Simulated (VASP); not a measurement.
Mg, 1 atom in the cell. Symmetry: Fm-3m, No. 225, cubic system. The conventional cell has a = 4.463 Å, b = 4.463 Å, c = 4.463 Å, α = 90.00°, β = 90.00°, γ = 90.00°. Mg (site symmetry m-3m) has 12 Mg at 3.16 Å within 4.2 Å.  This cell differs from its parent crystal: volume scaled by 0.96.

| Quantity | Value |
| --- | --- |
| Program | VASP 6.6.1 |
| Task | single point |
| Functional | PBE |
| Potentials or basis | VASP PAW PBE potentials, release 64 (Mg) |
| Cutoff | 520 eV |
| k mesh | 14 × 14 × 14 |
| Occupations | fermi-dirac, width 0.1 eV |
| Spin | no spin polarisation |
| Dipole correction | no |
| Further INCAR settings | ALGO = Normal; EDIFF = 1e-06; NBANDS = 7 |

Potentials or basis: VASP PAW PBE potentials, release 64 (Mg).

Command:

```bash
$ cat potpaw_PBE.64/Mg/POTCAR > POTCAR
$ mpirun -np 1 vasp_std > vasp.out
```

Hardware: 1 thread of Intel(R) Xeon(R) Platinum 8488C (Sapphire Rapids), with other jobs on the host.

Task: Estimate the wall time of this run.

Result: Wall time 5.8 s on 1 thread of Intel(R) Xeon(R) Platinum 8488C (Sapphire Rapids) (shared host), peak memory 0.14 GiB. Counts: scf iterations 9, k points 104.
